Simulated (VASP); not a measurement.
Input of a VASP 6.6.1 run:

INCAR

```
SYSTEM = Mo5W
PREC = Accurate
ENCUT = 600
EDIFF = 1E-6
ISMEAR = -1
SIGMA = 0.15
LREAL = .FALSE.
LASPH = .TRUE.
NELM = 80
ALGO = Fast
ISIF = 3
LWAVE = .FALSE.
LCHARG = .FALSE.
GGA = PE
IBRION = 2
NSW = 80
EDIFFG = -0.001
```

File KPOINTS:

```
regular mesh
0
G
  12 12 4
  0 0 0
```

File POSCAR:

```
Mo5W
1.0
    3.1641357461      0.0000000000      0.0000000000
    0.0000000000      3.1641357461      0.0000000000
    0.0000000000      0.0000000000      9.4951634098
Mo W
5 1
Direct
    0.0000000000      0.0000000000      0.6660801254
    0.5000000000      0.5000000000      0.8328746132
    0.5000000000      0.5000000000      0.1671253868
    0.0000000000      0.0000000000      0.3339198746
    0.5000000000      0.5000000000      0.5000000000
    0.0000000000      0.0000000000      0.0000000000
```

Potentials or basis: VASP PAW PBE potentials, release 64 (Mo_sv, W_sv).

The run is started by

```bash
$ cat potpaw_PBE.64/Mo_sv/POTCAR potpaw_PBE.64/W_sv/POTCAR > POTCAR
$ mpirun -np 1 vasp_std > vasp.out
```

Q: Estimate the relaxed volume.

A: 15.88 Å³/atom.

Q: Predict the relaxed cell.

A: a = 3.166 Å, b = 3.166 Å, c = 9.501 Å, α = 90.00°, β = 90.00°, γ = 90.00°.

The path:
```
step  energy change (eV)  largest force (eV/Å)  pressure (GPa)  volume (Å³)
   1              0.0000                0.0022            0.56        95.06
   2              0.0024                0.0099           -1.57        95.82
   3             -0.0004                0.0009            0.02        95.26
   4             -0.0004                0.0014           -0.01        95.27
   5             -0.0003                0.0004            0.00        95.25
```
